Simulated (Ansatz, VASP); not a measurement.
## Two plane-wave programs on Ti

```xyz
1
Lattice="0.0000 1.8955 2.0005 1.8605 0.0000 2.0005 1.8605 1.8955 0.0000" Properties=species:S:1:pos:R:3 pbc="T T T"
Ti    0.0000    0.0000    0.0000
```

Change from the starting cell: normal strain along x -0.0700, normal strain along y -0.0525.

Alike in both runs: task single point; functional LDA; k mesh 20 × 20 × 20; occupations gaussian, width 0.15 eV; no spin polarisation.

|  | VASP | Ansatz |
| --- | --- | --- |
| version | VASP 6.6.1 | Ansatz 0.2.0 |
| potentials or method | VASP PAW LDA potentials, release 64 (Ti_sv), cutoff 520 eV | scalar-relativistic, plane waves, PAW |
| valence electrons in the cell | 12 | 12 |

VASP gave:

```
gap on the k mesh at the Fermi level (eV)                     : none
pressure (GPa)                                                : 18.6
traceless stress, the component that is largest in VASP (GPa) : -0.99
```

Question: Estimate Ansatz's values.

Answer: gap on the k mesh at the Fermi level (eV): none; pressure (GPa): 19.0; traceless stress, the component that is largest in VASP (GPa): -0.94.

Ansatz warns that its potentials were made for another functional, while VASP's fit it. LDA's correlation is that of Perdew and Zunger in VASP and of Perdew and Wang (1992) in Ansatz. A gap of «none» marks a metal or a gap that the smearing closes.
